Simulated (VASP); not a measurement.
# Al (Fm-3m) in VASP: notebook

The runs below take Al through single point, with r2SCAN.

Everything below comes from runs of VASP 6.6.1. Logs are shortened: lines on timing, memory, paths and dates and some standing lists are left out, and cuts for length are marked.

## (1) The cell of the first run

It takes space group Fm-3m (No. 225, cubic). The conventional cell has a = 3.993 Å, b = 3.993 Å, c = 3.993 Å, α = 90.00°, β = 90.00°, γ = 90.00°. Al (site symmetry m-3m) has 12 Al at 2.82 Å within 3.7 Å.

## (2) Single point, r2SCAN (15.92 Å³/atom)

File POSCAR:

```
Al
1.0
    0.0000000000      1.9966927596      1.9966927596
    1.9966927596      0.0000000000      1.9966927596
    1.9966927596      1.9966927596      0.0000000000
Al
1
Direct
    0.0000000000      0.0000000000      0.0000000000
```

File INCAR.step1:

```
ALGO = Normal
EDIFF = 1E-4
ENCUT = 520
GGA = PE
ISMEAR = -1
LASPH = True
LCHARG = False
LREAL = False
LWAVE = True
NBANDS = 8
NELM = 100
PREC = Accurate
SIGMA = 0.1
```

File INCAR.step2:

```
ALGO = Normal
EDIFF = 1E-6
ENCUT = 520
ISIF = 2
ISMEAR = -1
ISTART = 1
LASPH = True
LCHARG = False
LMIXTAU = True
LREAL = False
LWAVE = False
METAGGA = R2SCAN
NBANDS = 8
NELM = 100
PREC = Accurate
SIGMA = 0.1
```

File KPOINTS:

```
k-points
0
Gamma
  22 22 22
```

Potentials or basis: VASP PAW PBE potentials, release 64 (Al).

On the command line:

```console
$ cat potpaw_PBE.64/Al/POTCAR > POTCAR
$ cp INCAR.step1 INCAR
$ mpirun -np 1 vasp_std > vasp.out
$ cp INCAR.step2 INCAR
$ mpirun -np 1 vasp_std > vasp.out
```

OUTCAR:

```text
EDIFF = 1E-6
   ENCUT = 520
   ISIF = 2
   ISMEAR = -1
   ISTART = 1
   LASPH = True
   LREAL = False
   METAGGA = R2SCAN
   NELM = 100
   PREC = Accurate

 ion  position               nearest neighbor table
   1  0.000  0.000  0.000-

  LATTYP: Found a face centered cubic cell.
 ALAT       =     3.9933855192

  Lattice vectors:

 A1 = (   0.0000000000,   1.9966927596,   1.9966927596)
 A2 = (   1.9966927596,   0.0000000000,   1.9966927596)
 A3 = (   1.9966927596,   1.9966927596,   0.0000000000)

Analysis of symmetry for initial positions (statically):
=====================================================================
 Subroutine PRICEL returns:
 Original cell was already a primitive cell.

 Routine SETGRP: Setting up the symmetry group for a
 face centered cubic supercell.

 Subroutine GETGRP returns: Found 48 space group operations
 (whereof 48 operations were pure point group operations)
 out of a pool of 48 trial point group operations.

The static configuration has the point symmetry O_h .

Analysis of symmetry for dynamics (positions and initial velocities):
=====================================================================
 Subroutine PRICEL returns:
 Original cell was already a primitive cell.

 Routine SETGRP: Setting up the symmetry group for a
 face centered cubic supercell.

 Subroutine GETGRP returns: Found 48 space group operations
 (whereof 48 operations were pure point group operations)
 out of a pool of 48 trial point group operations.

The dynamic configuration has the point symmetry O_h .

 Subroutine INISYM returns: Found 48 space group operations
 (whereof 48 operations are pure point group operations),
 and found     1 'primitive' translations

----------------------------------------------------------------------------------------

                                     Primitive cell

  volume of cell :      15.9208

  direct lattice vectors                    reciprocal lattice vectors
     0.000000000  1.996692760  1.996692760    -0.250414090  0.250414090  0.250414090
     1.996692760  0.000000000  1.996692760     0.250414090 -0.250414090  0.250414090
     1.996692760  1.996692760  0.000000000     0.250414090  0.250414090 -0.250414090

  length of vectors
     2.823749981  2.823749981  2.823749981     0.433729926  0.433729926  0.433729926

  position of ions in fractional coordinates (direct lattice)
     0.000000000  0.000000000  0.000000000

  ion indices of the primitive-cell ions
   primitive index   ion index
                 1           1

----------------------------------------------------------------------------------------

 KPOINTS: k-points

Automatic generation of k-mesh.
 Grid dimensions read from file:
 generate k-points for:   22   22   22

 Generating k-lattice:

  Cartesian coordinates                     Fractional coordinates (reciprocal lattice)
    -0.011382459  0.011382459  0.011382459     0.045454545  0.000000000  0.000000000
     0.011382459 -0.011382459  0.011382459     0.000000000  0.045454545  0.000000000
     0.011382459  0.011382459 -0.011382459     0.000000000  0.000000000  0.045454545

  Length of vectors
     0.019714997  0.019714997  0.019714997

  Shift w.r.t. Gamma in fractional coordinates (k-lattice)
     0.000000000  0.000000000  0.000000000

 Subroutine IBZKPT returns following result:
 ===========================================

 Found    328 irreducible k-points:

 Following reciprocal coordinates:
            Coordinates               Weight
  0.000000  0.000000  0.000000      1.000000
  0.045455  0.000000  0.000000      8.000000
  0.090909  0.000000  0.000000      8.000000
  0.136364  0.000000  0.000000      8.000000
  0.181818  0.000000  0.000000      8.000000
  0.227273  0.000000  0.000000      8.000000
[... 16 lines left out ...]
  0.500000  0.045455  0.000000     24.000000
 -0.454545  0.045455  0.000000     24.000000
 [... further k-points ...]
   k-points           NKPTS =    328   k-points in BZ     NKDIM =    328   number of bands    NBANDS=      8
   number of dos      NEDOS =    301   number of ions     NIONS =      1
   total plane-waves  NPLWV =  13824
   dimension x,y,z NGX =    24 NGY =   24 NGZ =   24
   dimension x,y,z NGXF=    48 NGYF=   48 NGZF=   48
   ions per type =               1
   NGX,Y,Z   is equivalent  to a cutoff of  14.13, 14.13, 14.13 a.u.
   NGXF,Y,Z  is equivalent  to a cutoff of  28.26, 28.26, 28.26 a.u.
 SYSTEM =  unknown system
   PREC   = accura    normal or accurate (medium, high low for compatibility)
   ISTART =      1    job   : 0-new  1-cont  2-samecut
   ICHARG =      0    charge: 1-file 2-atom 10-const
   ISPIN  =      1    spin polarized calculation?
   LNONCOLLINEAR =      F non collinear calculations
   LSORBIT =      F    spin-orbit coupling
   LASPH  =      T    aspherical Exc in radial PAW
   ENCUT  =  520.0 eV  38.22 Ry    6.18 a.u.   5.25  5.25  5.25*2*pi/ulx,y,z
   NELM   =    100;   NELMIN=  2; NELMDL=  0     # of ELM steps
   EDIFF  = 0.1E-05   stopping-criterion for ELM
   LREAL  =      F    real-space projection
   EDIFFG = 0.1E-04   stopping-criterion for IOM
   NSW    =      0    number of steps for IOM
   IBRION =     -1    ionic relax: 0-MD 1-quasi-New 2-CG
   NFREE  =      0    steps in history (QN), initial steepest desc. (CG)
   ISIF   =      2    stress and relaxation
   ISYM   =      2    0-nonsym 1-usesym 2-fastsym
   POTIM  = 0.5000    time-step for ionic-motion
   TEBEG  =    0.0;   TEEND  =   0.0 temperature during run
   PSTRESS=    0.0 pullay stress
   NELECT =       3.0000    total number of electrons
   NUPDOWN=      -1.0000    fix difference up-down
   EMIN   =  10.00;   EMAX   =-10.00  energy-range for DOS
   EFERMI =   0.00;   METHOD = LEGACY
   ISMEAR =    -1;   SIGMA  =   0.10  broadening in eV -4-tet -1-fermi 0-gaus
   EFERMI_NEDOS =   21; number of points for ismear=-14 and -15
   IALGO  =     38    algorithm
   IMIX   =      4    mixing-type and parameters
     AMIX     =   0.40;   BMIX     =  1.00
     AMIX_MAG =   1.60;   BMIX_MAG =  1.00
  volume/ion in A,a.u.               =      15.92       107.44
  Fermi-wavevector in a.u.,A,eV,Ry     =   0.938557  1.773616 11.985227  0.880889
  Thomas-Fermi vector in A             =   2.065781
   LORBIT       =      0    0 simple, 1 ext, 2 COOP (PROOUT), +10 PAW based schemes
   METAGGA = R2SCAN    functional components
   LHFCALC =     F    Hartree Fock is set to
   AEXX    =    0.0000 exact exchange contribution
   IVDW    =     0    specifies the selected vdW correction
   LEPSILON=     F    determine dielectric tensor
   LRPA    =     F    only Hartree local field effects (RPA)
 non-spin polarized calculation
  energy-cutoff  :      520.00
  volume of cell :       15.92
 maximum number of plane-waves:       444
 NGX is ok and might be reduce to    24
   NGX = 11   NGY = 11   NGZ = 11

 number of electron       3.0000000 magnetization

 Free energy of the ion-electron system (eV)
  ---------------------------------------------------
  ext. energy  EPLUGINS =         0.00000000
  ---------------------------------------------------
  free energy    TOTEN  =        -6.74520162 eV

  energy without entropy =       -6.73387363  energy(sigma->0) =       -6.73953762

 E-fermi :   8.3875     XC(G=0): -11.0399

 val. band max:        8.3400210139   @ k =  -0.3636   0.3636   0.0000
 cond. band min:       8.3931000401   @ k =  -0.3182   0.4545   0.1364
 fundamental gap:      0.0530790262
 Fermi energy:         8.3874618617

 k-point     1 :       0.0000    0.0000    0.0000
  band No.  band energies     occupation
      1      -3.7003      2.00000
      2      21.9205      0.00000
      3      21.9205      0.00000
      4      21.9205      0.00000
      5      24.1141      0.00000
      6      24.1141      0.00000
      7      24.1141      0.00000
      8      26.0170      0.00000

 k-point     2 :       0.0455    0.0000    0.0000
  band No.  band energies     occupation
      1      -3.6392      2.00000
      2      20.7897      0.00000
      3      21.7392      0.00000
      4      21.7392      0.00000
      5      24.3933      0.00000
      6      24.3933      0.00000
      7      24.5139      0.00000
      8      26.7029      0.00000

 k-point     3 :       0.0909    0.0000    0.0000
  band No.  band energies     occupation
      1      -3.4560      2.00000
      2      18.8897      0.00000
      3      21.3618      0.00000
      4      21.3618      0.00000
      5      24.5941      0.00000
      6      25.0574      0.00000
      7      25.0574      0.00000
      8      28.1739      0.00000

 k-point     4 :       0.1364    0.0000    0.0000
  band No.  band energies     occupation
      1      -3.1512      2.00000
      2      16.9044      0.00000
      3      20.9707      0.00000
      4      20.9707      0.00000
      5      24.4541      0.00000
      6      25.8563      0.00000
      7      25.8563      0.00000
      8      27.2427      0.00000

 k-point     5 :       0.1818    0.0000    0.0000
  band No.  band energies     occupation
      1      -2.7257      2.00000
      2      14.9453      0.00000
      3      20.6352      0.00000
      4      20.6352      0.00000
      5      24.2696      0.00000
      6      25.8421      0.00000
      7      25.8421      0.00000
      8      27.2568      0.00000
[... 177 lines left out ...]
 k-point    22 :       0.4545    0.0455    0.0000
  band No.  band energies     occupation
      1       1.9418      2.00000
      2       5.4091      2.00000
      3      19.4650      0.00000
      4      19.9632      0.00000
      5      20.9583      0.00000
      6      22.5686      0.00000
      7      25.1031      0.00000
      8      26.1828      0.00000

 k-point    23 :       0.5000    0.0455    0.0000
  band No.  band energies     occupation
      1       3.0735      2.00000
      2       4.0998      2.00000
      3      19.5309      0.00000
      4      19.7585      0.00000
      5      21.2242      0.00000
      6      22.1069      0.00000
      7      25.3028      0.00000
      8      25.8088      0.00000

 k-point    24 :      -0.4545    0.0455    0.0000
  band No.  band energies     occupation
      1       2.7032      2.00000
      2       4.5056      2.00000
      3      19.1770      0.00000
      4      20.1515      0.00000
      5      21.6171      0.00000
      6      21.7482      0.00000
      7      25.1031      0.00000
      8      26.0372      0.00000

 [... further k-points ...]

------------------------ aborting loop because EDIFF is reached ----------------------------------------

  FORCE on cell =-STRESS in cart. coord.  units (eV):
  Direction    XX          YY          ZZ          XY          YZ          ZX
  --------------------------------------------------------------------------------------
  -------------------------------------------------------------------------------------
  Total       -0.0285962     -0.0285962     -0.0285962      0.0000000      0.0000000     -0.0000000
  in kB       -2.8777672     -2.8777672     -2.8777672      0.0000000      0.0000000     -0.0000000
  external PRESSURE =      -2.8777672 kB  Pullay stress =       0.0000000 kB

 VOLUME and BASIS-vectors are now :
 -----------------------------------------------------------------------------
  energy-cutoff  :      520.00
  volume of cell :       15.92
      direct lattice vectors                 reciprocal lattice vectors
     0.000000000  1.996692760  1.996692760    -0.250414090  0.250414090  0.250414090
     1.996692760  0.000000000  1.996692760     0.250414090 -0.250414090  0.250414090
     1.996692760  1.996692760  0.000000000     0.250414090  0.250414090 -0.250414090

 POSITION                                       TOTAL-FORCE (eV/Angst)
 -----------------------------------------------------------------------------------
      0.00000      0.00000      0.00000         0.000000      0.000000      0.000000
 -----------------------------------------------------------------------------------
    total drift:                               -0.000000      0.000000      0.000000

  FREE ENERGIE OF THE ION-ELECTRON SYSTEM (eV)
  ---------------------------------------------------
  free  energy   TOTEN  =        -6.7452016164 eV

  energy  without entropy=       -6.7338736277  energy(sigma->0) =       -6.73953762
```

Run time: 44 s. Hardware: 1 thread of Intel Xeon 6975P-C (Granite Rapids), shared host; peak memory 0.16 GiB.

What came out:

* Free energy: -6.7452 eV
* Pressure: -0.3 GPa
* Band gap on the k mesh: zero (an odd number of electrons rules out a gap without spin polarisation)

Caveat: the PAW data sets were made with another functional, which shifts forces and pressure a little.

## (3) Single point, r2SCAN (16.56 Å³/atom)

This run uses another cell than the first one, of 16.56 Å³/atom.

File POSCAR:

```
Al
1.0
    0.0000000000      2.0229680459      2.0229680459
    2.0229680459      0.0000000000      2.0229680459
    2.0229680459      2.0229680459      0.0000000000
Al
1
Direct
    0.0000000000      0.0000000000      0.0000000000
```

File INCAR.step1:

```
ALGO = Normal ; EDIFF = 1E-4
ENCUT = 520 ; GGA = PE
ISMEAR = -1 ; LASPH = T
LCHARG = F ; LREAL = F
LWAVE = T ; NBANDS = 8
NELM = 60 ; PREC = Accurate
SIGMA = 0.1
```

File INCAR.step2:

```
ALGO = Normal ; EDIFF = 1E-6
ENCUT = 520 ; ISIF = 2
ISMEAR = -1 ; ISTART = 1
LASPH = T ; LCHARG = F
LMIXTAU = T ; LREAL = F
LWAVE = F ; METAGGA = R2SCAN
NBANDS = 8 ; NELM = 60
PREC = Accurate ; SIGMA = 0.1
```

KPOINTS is that of step 2.

Potentials or basis: VASP PAW PBE potentials, release 64 (Al).

On the command line:

```console
$ cat potpaw_PBE.64/Al/POTCAR > POTCAR
$ cp INCAR.step1 INCAR
$ mpirun -np 1 vasp_std > vasp.out
$ cp INCAR.step2 INCAR
$ mpirun -np 1 vasp_std > vasp.out
```

OUTCAR:

```text
EDIFF = 1E-6
   ENCUT = 520
   ISIF = 2
   ISMEAR = -1
   ISTART = 1
   LASPH = T
   LREAL = F
   METAGGA = R2SCAN
   NELM = 60
   PREC = Accurate

 ion  position               nearest neighbor table
   1  0.000  0.000  0.000-

  LATTYP: Found a face centered cubic cell.
 ALAT       =     4.0459360918

  Lattice vectors:

 A1 = (   0.0000000000,   2.0229680459,   2.0229680459)
 A2 = (   2.0229680459,   0.0000000000,   2.0229680459)
 A3 = (   2.0229680459,   2.0229680459,   0.0000000000)

Analysis of symmetry for initial positions (statically):
=====================================================================
 Subroutine PRICEL returns:
 Original cell was already a primitive cell.

 Routine SETGRP: Setting up the symmetry group for a
 face centered cubic supercell.

 Subroutine GETGRP returns: Found 48 space group operations
 (whereof 48 operations were pure point group operations)
 out of a pool of 48 trial point group operations.

The static configuration has the point symmetry O_h .
[... 158 lines left out ...]

 E-fermi :   7.9728     XC(G=0): -10.8937

 val. band max:        7.9314308414   @ k =  -0.2727   0.5000   0.2273
 cond. band min:       7.9926965317   @ k =  -0.3182   0.4091   0.0909
 fundamental gap:      0.0612656903
 Fermi energy:         7.9728010776

 k-point     1 :       0.0000    0.0000    0.0000
  band No.  band energies     occupation
      1      -3.8333      2.00000
      2      21.2839      0.00000
      3      21.2839      0.00000
      4      21.2839      0.00000
      5      23.1528      0.00000
      6      23.1528      0.00000
      7      23.1528      0.00000
      8      25.3177      0.00000
[... 243 lines left out ...]
 k-point    24 :      -0.4545    0.0455    0.0000
  band No.  band energies     occupation
      1       2.4309      2.00000
      2       4.1644      2.00000
      3      18.5112      0.00000
      4      19.4607      0.00000
      5      20.8497      0.00000
      6      20.9762      0.00000
      7      24.3423      0.00000
      8      25.1466      0.00000

 [... further k-points ...]

------------------------ aborting loop because EDIFF is reached ----------------------------------------

  FORCE on cell =-STRESS in cart. coord.  units (eV):
  Direction    XX          YY          ZZ          XY          YZ          ZX
  --------------------------------------------------------------------------------------
  -------------------------------------------------------------------------------------
  Total       -0.3680610     -0.3680610     -0.3680610     -0.0000000     -0.0000000     -0.0000000
  in kB      -35.6150289    -35.6150289    -35.6150289     -0.0000000     -0.0000000     -0.0000000
  external PRESSURE =     -35.6150289 kB  Pullay stress =       0.0000000 kB

 VOLUME and BASIS-vectors are now :
 -----------------------------------------------------------------------------
  energy-cutoff  :      520.00
  volume of cell :       16.56
      direct lattice vectors                 reciprocal lattice vectors
     0.000000000  2.022968046  2.022968046    -0.247161591  0.247161591  0.247161591
     2.022968046  0.000000000  2.022968046     0.247161591 -0.247161591  0.247161591
     2.022968046  2.022968046  0.000000000     0.247161591  0.247161591 -0.247161591

 POSITION                                       TOTAL-FORCE (eV/Angst)
 -----------------------------------------------------------------------------------
      0.00000      0.00000      0.00000         0.000000      0.000000      0.000000
 -----------------------------------------------------------------------------------
    total drift:                               -0.000000      0.000000      0.000000

  FREE ENERGIE OF THE ION-ELECTRON SYSTEM (eV)
  ---------------------------------------------------
  free  energy   TOTEN  =        -6.7371736347 eV

  energy  without entropy=       -6.7254109562  energy(sigma->0) =       -6.73129230
```

OSZICAR.step1:

```text
N       E                     dE             d eps       ncg     rms          rms(c)
DAV:   1    -0.237243660705E+01   -0.23724E+01   -0.83904E+02  5288   0.202E+02
DAV:   2    -0.376908089716E+01   -0.13966E+01   -0.13520E+01  7464   0.185E+01
DAV:   3    -0.377596353089E+01   -0.68826E-02   -0.68781E-02  6752   0.144E+00
DAV:   4    -0.377598021756E+01   -0.16687E-04   -0.16687E-04  8232   0.606E-02
DAV:   5    -0.377598025173E+01   -0.34173E-07   -0.34745E-07  6888   0.156E-03    0.130E+00
DAV:   6    -0.376302829300E+01    0.12952E-01   -0.16665E-03  7096   0.194E-01    0.754E-01
DAV:   7    -0.375357074342E+01    0.94575E-02   -0.50012E-03  6776   0.316E-01    0.146E-01
DAV:   8    -0.375356577815E+01    0.49653E-05   -0.13415E-05  6952   0.263E-02
   1 F= -.37535658E+01 E0= -.37473000E+01  d E =-.125315E-01
```

It took 44 s on 1 thread of Intel Xeon 6975P-C (Granite Rapids), shared host; peak memory 0.15 GiB.

What came out:

```yaml
Free_energy: -6.7372 eV
Pressure: -3.6 GPa
Band_gap_on_the_k_mesh: zero (an odd number of electrons rules out a gap without spin polarisation)
```

Caveat: the cell stands under tension; the PAW data sets were made with another functional, which shifts forces and pressure a little.
